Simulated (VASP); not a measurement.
A run of VASP 6.6.1:

File INCAR:

```
PREC     = Accurate       # precision mode
ENCUT    = 520            # plane-wave cutoff, eV
EDIFF    = 1E-8           # SCF threshold, eV
ISMEAR   = -1             # smearing method
SIGMA    = 0.08           # smearing width, eV
LREAL    = False          # projectors in reciprocal space
LASPH    = True           # aspherical terms in the spheres
NELM     = 80             # most SCF steps
ALGO     = Normal         # electronic algorithm
ISIF     = 2              # what is computed and relaxed
LWAVE    = False          # write WAVECAR
LCHARG   = False          # write CHGCAR
GGA      = PS             # functional
LEFG     = True         
NBANDS   = 19             # bands
```

File KPOINTS:

```
Automatic mesh
0
Gamma
  13 13 7
```

Contents of POSCAR:

```
Zr
1.0
    3.2319982225      0.0000000000      0.0000000000
   -1.6159991112      2.7989925656      0.0000000000
    0.0000000000      0.0000000000      5.0440600000
Zr
2
Direct
    0.3333333333      0.6666666667      0.2500000000
    0.6666666667      0.3333333333      0.7500000000
```

Potentials or basis: VASP PAW PBE potentials, release 64 (Zr_sv).

Run with:

```bash
$ cat potpaw_PBE.64/Zr_sv/POTCAR > POTCAR
$ mpirun -np 1 vasp_std > vasp.out
```

Hardware: 1 thread of Intel(R) Xeon(R) Platinum 8488C (Sapphire Rapids) (shared host).

Question: How long does it take, and how much memory?

Answer: Wall time 32 s on 1 thread of Intel(R) Xeon(R) Platinum 8488C (Sapphire Rapids), on a shared host, peak memory 0.19 GiB. Counts: scf iterations 15, k points 84.
